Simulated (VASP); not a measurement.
# Cr: single point with revPBE

Crystal: Cr.

```xyz
2
Lattice="2.4682 0.0000 0.0000 -1.2341 2.1375 0.0000 0.0000 0.0000 4.4085" Properties=species:S:1:pos:R:3 pbc="T T T"
Cr    0.0000    1.4250    1.1021
Cr    1.2341    0.7125    3.3064
```

This cell differs from its parent crystal: volume scaled by 0.96.

```json
{
 "Program": "VASP 6.6.1",
 "Task": "single point",
 "Functional": "revPBE",
 "Potentials or basis": "VASP PAW PBE potentials, release 64 (Cr_pv)",
 "Cutoff": "520 eV",
 "k mesh": "16 × 16 × 8",
 "Occupations": "fermi-dirac, width 0.1 eV",
 "Spin": "no spin polarisation",
 "Dipole correction": "no",
 "Further INCAR settings": "ALGO = Normal; EDIFF = 1e-06; NBANDS = 19"
}
```

| Property | Result |
| --- | --- |
| Pressure | 9.6 GPa |
| Band gap on the k mesh | zero (band 12 reaches 11.78 eV, above the bottom of band 13 at 10.46 eV) |

Stress tensor (GPa, compression positive):
```
9.91 0.00 0.00
0.00 9.91 0.00
0.00 0.00 9.00
```

Levels at points of the mesh, in eV from the Fermi level:
```tsv
k point	band 8	band 9	band 10	band 11	band 12	band 13	band 14	band 15	band 16	band 17
(0.00, 0.00, 0.00)	-4.15	-1.24	-0.37	-0.37	-0.23	-0.03	-0.03	1.10	1.10	2.26
(0.50, 0.00, 0.00)	-3.54	-3.50	-0.95	-0.60	-0.29	-0.16	2.37	2.89	3.02	4.20
(0.00, 0.00, 0.50)	-5.68	-1.65	-1.65	-0.34	-0.34	-0.34	-0.34	1.85	1.85	1.85
(0.50, 0.00, 0.50)	-4.02	-2.54	-2.54	0.97	0.97	1.32	1.32	2.96	2.96	3.55
```

Wall time 31 s on 1 thread of Intel(R) Xeon(R) Platinum 8488C (Sapphire Rapids), with other jobs on the host, peak memory 0.17 GiB.

Caveat: the PAW data sets were made with another functional, which shifts forces and pressure a little; the run has no spin polarisation, though such a crystal can be magnetic. Spin polarisation is off, so any magnetic state and its effect on volume and gap are missing.
